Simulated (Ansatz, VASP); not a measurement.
Two plane-wave programs on ZnS

The input INCAR:

```
SYSTEM = ZnS
PREC = Accurate ; ENCUT = 500
EDIFF = 1E-6 ; ISMEAR = 0
SIGMA = 0.02 ; LREAL = .False.
LASPH = .True. ; NELM = 120
ALGO = Normal ; ISIF = 2
LWAVE = .False. ; LCHARG = .False.
NBANDS = 16 ; GGA_COMPAT = .False.
```

KPOINTS

```
Automatic mesh
0
Gamma
  10 10 10
  0 0 0
```

Contents of POSCAR:

```
ZnS
1.0
    0.0000000000      2.6484239313      2.6484239313
    2.6484239313      0.0000000000      2.6484239313
    2.6484239313      2.6484239313      0.0000000000
Zn S
1 1
Direct
    0.0000000000      0.0000000000      0.0000000000
    0.7500000000      0.7500000000      0.7500000000
```

Input for Ansatz:

```yaml
crystal:
  lattice:
    - [0.0, 2.6484239313, 2.6484239313]
    - [2.6484239313, 0.0, 2.6484239313]
    - [2.6484239313, 2.6484239313, 0.0]
  atoms:
    - { symbol: Zn, position: [0.0, 0.0, 0.0] }
    - { symbol: S, position: [0.75, 0.75, 0.75] }
basis:
  ecutwfc: 420
kpoints:
  mp_grid: { grid: [10, 10, 10] }
  band_path: { path: [VBM, CBM], npoints: 2 }
hamiltonian:
  xc: lda
scf:
  occupations: { method: gaussian, width: 0.02 }
output:
  forces: true
  stress: true
  eigenvalues: true
```

Alike in both runs: task single point; functional LDA; k mesh 10 × 10 × 10; occupations gaussian, width 0.02 eV; no spin polarisation.

|  | VASP | Ansatz |
| --- | --- | --- |
| version | VASP 6.6.1 | Ansatz 0.2.0 |
| potentials or method | VASP PAW LDA potentials, release 64 (Zn, S), cutoff 500 eV | scalar-relativistic, plane waves, PAW |
| valence electrons in the cell | 18 | 18 |

|  | VASP | Ansatz | Ansatz less VASP |
| --- | --- | --- | --- |
| gap on the k mesh at the Fermi level (eV) | 2.16 | 2.13 | -0.035 |
| least direct gap on the mesh (eV) | 2.16 | 2.13 | -0.035 |
| pressure (GPa) | 0.2 | 0.0 | -0.23 |

LDA's correlation is that of Perdew and Zunger in VASP and of Perdew and Wang (1992) in Ansatz.
